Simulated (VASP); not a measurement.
Input of a VASP 6.6.1 run:

Contents of INCAR:

```
  PREC = Accurate
  ENCUT = 520
  EDIFF = 1E-7
  ISMEAR = -1
  SIGMA = 0.06
  LREAL = False
  LASPH = True
  NELM = 100
  ALGO = Normal
  ISIF = 2
  LWAVE = False
  LCHARG = True
  GGA = PE
  LELF = True
  LVHAR = True
  NBANDS = 15
```

The input KPOINTS:

```
Automatic mesh
0
Gamma
  4 4 4
```

File POSCAR:

```
KBr
1.0
    0.0000000000      3.3000000000      3.3000000000
    3.3000000000      0.0000000000      3.3000000000
    3.3000000000      3.3000000000      0.0000000000
Br K
1 1
Direct
    0.5000000000      0.5000000000      0.5000000000
    0.0000000000      0.0000000000      0.0000000000
```

Potentials or basis: VASP PAW PBE potentials, release 64 (Br, K_sv).

Run with:

```sh
$ cat potpaw_PBE.64/Br/POTCAR potpaw_PBE.64/K_sv/POTCAR > POTCAR
$ mpirun -np 1 vasp_std > vasp.out
```

Question: Estimate the pressure.

Answer: 0.8 GPa.

Question: What does it give for the band gap on the k mesh?

Answer: 4.43 eV.

Expect the measured gap to be larger: semilocal functionals such as PBE lack the derivative discontinuity.
